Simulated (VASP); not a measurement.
Input of a VASP 6.6.1 run:

The input INCAR:

```
SYSTEM = SiO2
PREC = Accurate
ENCUT = 520
EDIFF = 1E-6
ISMEAR = 0
SIGMA = 0.02
LREAL = .FALSE.
LASPH = .TRUE.
NELM = 80
ALGO = Normal
ISIF = 2
LWAVE = .FALSE.
LCHARG = .FALSE.
NBANDS = 25
```

File KPOINTS:

```
Automatic mesh
0
G
  8 8 8
  0 0 0
```

File POSCAR:

```
SiO2
1.0
   -1.8105538595      1.8105538595      3.9466748897
    1.8105538595     -1.8105538595      3.9466748897
    1.8105538595      1.8105538595     -3.9466748897
Si O
2 4
Direct
    0.0000000000      0.0000000000      0.0000000000
    0.7500000000      0.2500000000      0.5000000000
    0.3750000000      0.3654448716      0.4904448716
    1.1154448716      0.6250000000      0.9904448716
    0.6345551284      0.1250000000      0.0095551284
    0.8750000000     -0.1154448716      0.5095551284
```

Potentials or basis: VASP PAW LDA potentials, release 64 (Si, O).

Run with:

```console
$ cat potpaw_LDA.64/Si/POTCAR potpaw_LDA.64/O/POTCAR > POTCAR
$ mpirun -np 1 vasp_std > vasp.out
```

(1) What does it give for the band gap on the k mesh?

(2) What does it give for the pressure?

(3) What does it give for the largest force?

Answers

(1) 6.37 eV, indirect (least direct gap 6.58 eV).

(2) 31.5 GPa.

(3) 0.097 eV/Å.
